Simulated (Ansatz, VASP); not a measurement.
# Lu: VASP beside Ansatz

INCAR

```
SYSTEM = Lu
PREC = Accurate
ENCUT = 520
EDIFF = 1E-7
ISMEAR = -1
SIGMA = 0.1
LREAL = .FALSE.
LASPH = .TRUE.
NELM = 80
ALGO = Normal
ISIF = 2
LWAVE = .FALSE.
LCHARG = .FALSE.
GGA = PE
NBANDS = 58
```

The input KPOINTS:

```
Automatic mesh
0
G
  10 10 3
  0 0 0
```

The input POSCAR:

```
Lu
1.0
    2.9240678398      0.0000000000      0.0000000000
   -1.4620339199      2.5323170317      0.0000000000
    0.0000000000      0.0000000000      9.4265684622
Lu
4
Direct
    0.0000000000      0.0000000000      0.0000000000
    0.0000000000      0.0000000000      0.5000000000
    0.3333333333      0.6666666667      0.2500000000
    0.6666666667      0.3333333333      0.7500000000
```

Input for Ansatz:

```yaml
crystal:
  lattice:
    - [2.9240678398, 0.0, 0.0]
    - [-1.4620339199, 2.5323170317, 0.0]
    - [0.0, 0.0, 9.4265684622]
  atoms:
    - { symbol: Lu, position: [0.0, 0.0, 0.0] }
    - { symbol: Lu, position: [0.0, 0.0, 0.5] }
    - { symbol: Lu, position: [0.3333333333, 0.6666666667, 0.25] }
    - { symbol: Lu, position: [0.6666666667, 0.3333333333, 0.75] }
kpoints:
  mp_grid: { grid: [10, 10, 3] }
scf:
  occupations: { method: fermi_dirac, width: 0.1 }
hamiltonian:
  xc: pbe
  pseudopotentials: { kind: all_electron, lapw: { basis_error: 0.001 } }
output:
  forces: true
  stress: true
  eigenvalues: true
  populations: true
```

Change from the starting cell: volume scaled by 0.6, LAPW.

Alike in both runs: task single point; functional PBE; k mesh 10 × 10 × 3; occupations fermi-dirac, width 0.1 eV; no spin polarisation.

|  | VASP | Ansatz |
| --- | --- | --- |
| version | VASP 6.6.1 | Ansatz 0.2.0 |
| potentials or method | VASP PAW PBE potentials, release 64 (Lu), cutoff 520 eV | all-electron LAPW, scalar-relativistic |

VASP gave:

| Item | Value |
| --- | --- |
| pressure (GPa) | 54.0 |

Task: What did Ansatz give for the same quantities?

Result: Pressure (GPa): 52.8.

Both programs put the cell under a high pressure, so it lies far from rest at this level. Ansatz ran all-electron here, and VASP with PAW potentials.

Spin-orbit coupling is off throughout.
